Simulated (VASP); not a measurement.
# Sn (Fd-3m) in VASP: single point with LDA

Aim: the single point of Sn with LDA.

All numbers are computed with VASP 6.6.1; they aren't measurements. Logs are shortened: lines on timing, memory, paths and dates and some standing lists are left out, and cuts for length are marked.

### Step 1. The cell of the first run

It takes space group Fd-3m (No. 227, cubic). Conventional cell: a = 6.467 Å, b = 6.467 Å, c = 6.467 Å, α = 90.00°, β = 90.00°, γ = 90.00°. Within 3.7 Å of Sn (site symmetry -43m) lie 4 Sn at 2.80 Å.

### Step 2. Single point, LDA

File INCAR:

```
SYSTEM = Sn
PREC = Accurate
ENCUT = 500
EDIFF = 1E-6
ISMEAR = -1
SIGMA = 0.05
LREAL = .False.
LASPH = .True.
NELM = 120
ALGO = Normal
ISIF = 2
LWAVE = .False.
LCHARG = .True.
GGA = CA
LELF = .True.
LVHAR = .True.
NBANDS = 21
GGA_COMPAT = .False.
```

File KPOINTS:

```
regular mesh
0
Gamma
  6 6 6
  0 0 0
```

File POSCAR:

```
Sn
1.0
    0.0000000000      3.2333428000      3.2333428000
    3.2333428000      0.0000000000      3.2333428000
    3.2333428000      3.2333428000      0.0000000000
Sn
2
Direct
    0.0000000000      0.0000000000      0.0000000000
    0.2500000000      0.2500000000      0.2500000000
```

Potentials or basis: VASP PAW LDA potentials, release 64 (Sn_d).

Launch:

```bash
$ cat potpaw_LDA.64/Sn_d/POTCAR > POTCAR
$ mpirun -np 1 vasp_std > vasp.out
```

OUTCAR:

```text
SYSTEM = Sn
   PREC = Accurate
   ENCUT = 500
   EDIFF = 1E-6
   ISMEAR = -1
   LREAL = .False.
   LASPH = .True.
   NELM = 120
   ISIF = 2
   GGA = CA

 ion  position               nearest neighbor table
   1  0.000  0.000  0.000-   2 2.80   2 2.80   2 2.80   2 2.80
   2  0.250  0.250  0.250-   1 2.80   1 2.80   1 2.80   1 2.80

  LATTYP: Found a face centered cubic cell.
 ALAT       =     6.4666856000

  Lattice vectors:

 A1 = (   0.0000000000,   3.2333428000,   3.2333428000)
 A2 = (   3.2333428000,   0.0000000000,   3.2333428000)
 A3 = (   3.2333428000,   3.2333428000,   0.0000000000)

Analysis of symmetry for initial positions (statically):
=====================================================================
 Subroutine PRICEL returns:
 Original cell was already a primitive cell.

 Routine SETGRP: Setting up the symmetry group for a
 face centered cubic supercell.

 Subroutine GETGRP returns: Found 48 space group operations
 (whereof 24 operations were pure point group operations)
 out of a pool of 48 trial point group operations.

The static configuration has the point symmetry T_d .
 The point group associated with its full space group is O_h .

Analysis of symmetry for dynamics (positions and initial velocities):
=====================================================================
 Subroutine PRICEL returns:
 Original cell was already a primitive cell.

 Routine SETGRP: Setting up the symmetry group for a
 face centered cubic supercell.

 Subroutine GETGRP returns: Found 48 space group operations
 (whereof 24 operations were pure point group operations)
 out of a pool of 48 trial point group operations.

The dynamic configuration has the point symmetry T_d .
 The point group associated with its full space group is O_h .

 Subroutine INISYM returns: Found 48 space group operations
 (whereof 24 operations are pure point group operations),
 and found     1 'primitive' translations

----------------------------------------------------------------------------------------

                                     Primitive cell

  volume of cell :      67.6060

  direct lattice vectors                    reciprocal lattice vectors
     0.000000000  3.233342800  3.233342800    -0.154638723  0.154638723  0.154638723
     3.233342800  0.000000000  3.233342800     0.154638723 -0.154638723  0.154638723
     3.233342800  3.233342800  0.000000000     0.154638723  0.154638723 -0.154638723

  length of vectors
     4.572637240  4.572637240  4.572637240     0.267842124  0.267842124  0.267842124

  position of ions in fractional coordinates (direct lattice)
     0.000000000  0.000000000  0.000000000
     0.250000000  0.250000000  0.250000000

  ion indices of the primitive-cell ions
   primitive index   ion index
                 1           1
                 2           2

----------------------------------------------------------------------------------------

 KPOINTS: regular mesh

Automatic generation of k-mesh.
 Grid dimensions read from file:
 generate k-points for:    6    6    6

 Generating k-lattice:

  Cartesian coordinates                     Fractional coordinates (reciprocal lattice)
    -0.025773120  0.025773120  0.025773120     0.166666667  0.000000000  0.000000000
     0.025773120 -0.025773120  0.025773120     0.000000000  0.166666667  0.000000000
     0.025773120  0.025773120 -0.025773120     0.000000000  0.000000000  0.166666667

  Length of vectors
     0.044640354  0.044640354  0.044640354

  Shift w.r.t. Gamma in fractional coordinates (k-lattice)
     0.000000000  0.000000000  0.000000000

 Subroutine IBZKPT returns following result:
 ===========================================

 Found     16 irreducible k-points:

 Following reciprocal coordinates:
            Coordinates               Weight
  0.000000  0.000000  0.000000      1.000000
  0.166667  0.000000  0.000000      8.000000
  0.333333  0.000000  0.000000      8.000000
  0.500000  0.000000  0.000000      4.000000
  0.166667  0.166667  0.000000      6.000000
  0.333333  0.166667  0.000000     24.000000
[... 8 lines left out ...]
 -0.333333  0.333333  0.166667     24.000000
 -0.333333  0.500000  0.166667     12.000000
   k-points           NKPTS =     16   k-points in BZ     NKDIM =     16   number of bands    NBANDS=     21
   number of dos      NEDOS =    301   number of ions     NIONS =      2
   total plane-waves  NPLWV =  46656
   dimension x,y,z NGX =    36 NGY =   36 NGZ =   36
   dimension x,y,z NGXF=    72 NGYF=   72 NGZF=   72
   ions per type =               2
   NGX,Y,Z   is equivalent  to a cutoff of  13.09, 13.09, 13.09 a.u.
   NGXF,Y,Z  is equivalent  to a cutoff of  26.18, 26.18, 26.18 a.u.
 SYSTEM =  Sn
   PREC   = accura    normal or accurate (medium, high low for compatibility)
   ISTART =      0    job   : 0-new  1-cont  2-samecut
   ICHARG =      2    charge: 1-file 2-atom 10-const
   ISPIN  =      1    spin polarized calculation?
   LNONCOLLINEAR =      F non collinear calculations
   LSORBIT =      F    spin-orbit coupling
   LASPH  =      T    aspherical Exc in radial PAW
   ENCUT  =  500.0 eV  36.75 Ry    6.06 a.u.   8.34  8.34  8.34*2*pi/ulx,y,z
   NELM   =    120;   NELMIN=  2; NELMDL= -5     # of ELM steps
   EDIFF  = 0.1E-05   stopping-criterion for ELM
   LREAL  =      F    real-space projection
   EDIFFG = 0.1E-04   stopping-criterion for IOM
   NSW    =      0    number of steps for IOM
   IBRION =     -1    ionic relax: 0-MD 1-quasi-New 2-CG
   NFREE  =      0    steps in history (QN), initial steepest desc. (CG)
   ISIF   =      2    stress and relaxation
   ISYM   =      2    0-nonsym 1-usesym 2-fastsym
   POTIM  = 0.5000    time-step for ionic-motion
   TEBEG  =    0.0;   TEEND  =   0.0 temperature during run
   PSTRESS=    0.0 pullay stress
   NELECT =      28.0000    total number of electrons
   NUPDOWN=      -1.0000    fix difference up-down
   EMIN   =  10.00;   EMAX   =-10.00  energy-range for DOS
   EFERMI =   0.00;   METHOD = LEGACY
   ISMEAR =    -1;   SIGMA  =   0.05  broadening in eV -4-tet -1-fermi 0-gaus
   EFERMI_NEDOS =   21; number of points for ismear=-14 and -15
   IALGO  =     38    algorithm
   IMIX   =      4    mixing-type and parameters
     AMIX     =   0.40;   BMIX     =  1.00
     AMIX_MAG =   1.60;   BMIX_MAG =  1.00
  volume/ion in A,a.u.               =      33.80       228.11
  Fermi-wavevector in a.u.,A,eV,Ry     =   1.220298  2.306028 20.260793  1.489126
  Thomas-Fermi vector in A             =   2.355520
   LORBIT       =      0    0 simple, 1 ext, 2 COOP (PROOUT), +10 PAW based schemes
   GGA     = CA    functional components
   LHFCALC =     F    Hartree Fock is set to
   AEXX    =    0.0000 exact exchange contribution
   IVDW    =     0    specifies the selected vdW correction
   LEPSILON=     F    determine dielectric tensor
   LRPA    =     F    only Hartree local field effects (RPA)
 non-spin polarized calculation
  energy-cutoff  :      500.00
  volume of cell :       67.61
 maximum number of plane-waves:      1759
 NGX is ok and might be reduce to    36
   NGX = 17   NGY = 17   NGZ = 17

 number of electron      28.0000008 magnetization

 Free energy of the ion-electron system (eV)
  ---------------------------------------------------
  ext. energy  EPLUGINS =         0.00000000
  ---------------------------------------------------
  free energy    TOTEN  =        -8.90724918 eV

  energy without entropy =       -8.90516306  energy(sigma->0) =       -8.90620612

 E-fermi :   5.3943     XC(G=0):  -9.2367

 val. band max:        5.1221227251   @ k =   0.1667   0.0000   0.0000
 cond. band min:       5.4046458275   @ k =   0.5000   0.0000   0.0000
 fundamental gap:      0.2825231024
 Fermi energy:         5.3943355426

 k-point     1 :       0.0000    0.0000    0.0000
  band No.  band energies     occupation
      1     -16.1460      2.00000
      2     -16.1460      2.00000
      3     -16.1460      2.00000
      4     -16.0832      2.00000
      5     -16.0832      2.00000
      6     -15.7620      2.00000
[... 13 lines left out ...]
     20      13.5491      0.00000
     21      13.5491      0.00000

 k-point     2 :       0.1667    0.0000    0.0000
  band No.  band energies     occupation
      1     -16.1628      2.00000
      2     -16.1628      2.00000
      3     -16.1393      2.00000
      4     -16.0586      2.00000
      5     -16.0586      2.00000
      6     -15.7925      2.00000
[... 13 lines left out ...]
     20      12.4196      0.00000
     21      12.4196      0.00000

 k-point     3 :       0.3333    0.0000    0.0000
  band No.  band energies     occupation
      1     -16.1790      2.00000
      2     -16.1790      2.00000
      3     -16.1255      2.00000
      4     -16.0293      2.00000
      5     -16.0293      2.00000
      6     -15.8165      2.00000
[... 13 lines left out ...]
     20      12.8415      0.00000
     21      12.8415      0.00000

 k-point     4 :       0.5000    0.0000    0.0000
  band No.  band energies     occupation
      1     -16.1835      2.00000
      2     -16.1835      2.00000
      3     -16.1182      2.00000
      4     -16.0202      2.00000
      5     -16.0202      2.00000
      6     -15.8229      2.00000
[... 13 lines left out ...]
     20      14.2847      0.00000
     21      14.2850      0.00000

 k-point     5 :       0.1667    0.1667    0.0000
  band No.  band energies     occupation
      1     -16.1609      2.00000
      2     -16.1609      2.00000
      3     -16.1551      2.00000
      4     -16.0604      2.00000
      5     -16.0304      2.00000
      6     -15.8417      2.00000
[... 13 lines left out ...]
     20      11.9715      0.00000
     21      13.8567      0.00000

 k-point     6 :       0.3333    0.1667    0.0000
  band No.  band energies     occupation
      1     -16.1897      2.00000
      2     -16.1770      2.00000
      3     -16.1269      2.00000
      4     -16.0301      2.00000
      5     -15.9924      2.00000
      6     -15.8807      2.00000
[... 13 lines left out ...]
     20      13.1126      0.00000
     21      13.8722      0.00000

 k-point     7 :       0.5000    0.1667    0.0000
  band No.  band energies     occupation
      1     -16.2073      2.00000
      2     -16.1889      2.00000
      3     -16.0915      2.00000
      4     -16.0013      2.00000
      5     -15.9895      2.00000
      6     -15.8754      2.00000
[... 13 lines left out ...]
     20      14.1511      0.00000
     21      14.4082      0.00000

 k-point     8 :      -0.3333    0.1667    0.0000
  band No.  band energies     occupation
      1     -16.2028      2.00000
      2     -16.1924      2.00000
      3     -16.0874      2.00000
      4     -16.0182      2.00000
      5     -15.9909      2.00000
      6     -15.8561      2.00000
[... 13 lines left out ...]
     20      12.7246      0.00000
     21      14.1751      0.00000

 k-point     9 :      -0.1667    0.1667    0.0000
  band No.  band energies     occupation
      1     -16.1826      2.00000
      2     -16.1783      2.00000
      3     -16.1205      2.00000
      4     -16.0442      2.00000
      5     -16.0194      2.00000
      6     -15.8346      2.00000
[... 13 lines left out ...]
     20      12.7651      0.00000
     21      13.0074      0.00000

 k-point    10 :       0.3333    0.3333    0.0000
  band No.  band energies     occupation
      1     -16.1873      2.00000
      2     -16.1873      2.00000
      3     -16.1312      2.00000
      4     -15.9986      2.00000
      5     -15.9533      2.00000
      6     -15.9321      2.00000
[... 13 lines left out ...]
     20      14.7817      0.00000
     21      14.7872      0.00000

 k-point    11 :       0.5000    0.3333    0.0000
  band No.  band energies     occupation
      1     -16.2116      2.00000
      2     -16.1965      2.00000
      3     -16.0810      2.00000
      4     -15.9830      2.00000
      5     -15.9598      2.00000
      6     -15.9016      2.00000
[... 13 lines left out ...]
     20      14.8782      0.00000
     21      15.1332      0.00000

 k-point    12 :      -0.3333    0.3333    0.0000
  band No.  band energies     occupation
      1     -16.2235      2.00000
      2     -16.1994      2.00000
      3     -16.0586      2.00000
      4     -15.9540      2.00000
      5     -15.9452      2.00000
      6     -15.9240      2.00000
[... 13 lines left out ...]
     20      12.8838      0.00000
     21      16.1107      0.00000

 k-point    13 :       0.5000    0.5000    0.0000
  band No.  band energies     occupation
      1     -16.1992      2.00000
      2     -16.1992      2.00000
      3     -16.0592      2.00000
      4     -16.0592      2.00000
      5     -15.9151      2.00000
      6     -15.9151      2.00000
[... 13 lines left out ...]
     20      14.7512      0.00000
     21      15.9501      0.00000

 k-point    14 :       0.5000    0.3333    0.1667
  band No.  band energies     occupation
      1     -16.2056      2.00000
      2     -16.1998      2.00000
      3     -16.0840      2.00000
      4     -15.9992      2.00000
      5     -15.9505      2.00000
      6     -15.9224      2.00000
[... 13 lines left out ...]
     20      13.5155      0.00000
     21      15.2548      0.00000

 k-point    15 :      -0.3333    0.3333    0.1667
  band No.  band energies     occupation
      1     -16.2200      2.00000
      2     -16.2048      2.00000
      3     -16.0500      2.00000
      4     -15.9718      2.00000
      5     -15.9406      2.00000
      6     -15.9274      2.00000
[... 13 lines left out ...]
     20      14.8339      0.00000
     21      15.1486      0.00000

 k-point    16 :      -0.3333    0.5000    0.1667
  band No.  band energies     occupation
      1     -16.2136      2.00000
      2     -16.2136      2.00000
      3     -16.0173      2.00000
      4     -16.0173      2.00000
      5     -15.9196      2.00000
      6     -15.9196      2.00000
[... 13 lines left out ...]
     20      14.5465      0.00000
     21      15.7548      0.00000

------------------------ aborting loop because EDIFF is reached ----------------------------------------

  FORCE on cell =-STRESS in cart. coord.  units (eV):
  Direction    XX          YY          ZZ          XY          YZ          ZX
  --------------------------------------------------------------------------------------
  -------------------------------------------------------------------------------------
  Total        0.1025866      0.1025866      0.1025866     -0.0000000      0.0000000     -0.0000000
  in kB        2.4311742      2.4311742      2.4311742     -0.0000000      0.0000000     -0.0000000
  external PRESSURE =       2.4311742 kB  Pullay stress =       0.0000000 kB

 VOLUME and BASIS-vectors are now :
 -----------------------------------------------------------------------------
  energy-cutoff  :      500.00
  volume of cell :       67.61
      direct lattice vectors                 reciprocal lattice vectors
     0.000000000  3.233342800  3.233342800    -0.154638723  0.154638723  0.154638723
     3.233342800  0.000000000  3.233342800     0.154638723 -0.154638723  0.154638723
     3.233342800  3.233342800  0.000000000     0.154638723  0.154638723 -0.154638723

 POSITION                                       TOTAL-FORCE (eV/Angst)
 -----------------------------------------------------------------------------------
      0.00000      0.00000      0.00000         0.000000      0.000000      0.000000
      1.61667      1.61667      1.61667        -0.000000     -0.000000     -0.000000
 -----------------------------------------------------------------------------------
    total drift:                                0.000000      0.000000      0.000000

  FREE ENERGIE OF THE ION-ELECTRON SYSTEM (eV)
  ---------------------------------------------------
  free  energy   TOTEN  =        -8.9072491760 eV

  energy  without entropy=       -8.9051630557  energy(sigma->0) =       -8.90620612
```

It took 36 s on 1 thread of AMD EPYC 7R43 (Zen 3), shared host; peak memory 0.12 GiB.

What came out:

```
Free energy            : -8.9072 eV
Pressure               : 0.2 GPa
Band gap on the k mesh : zero (band 14 reaches 5.57 eV, above the bottom of band 15 at 5.40 eV)
```

Caveat: spin-orbit coupling is left out, which moves the levels of the heavy elements.
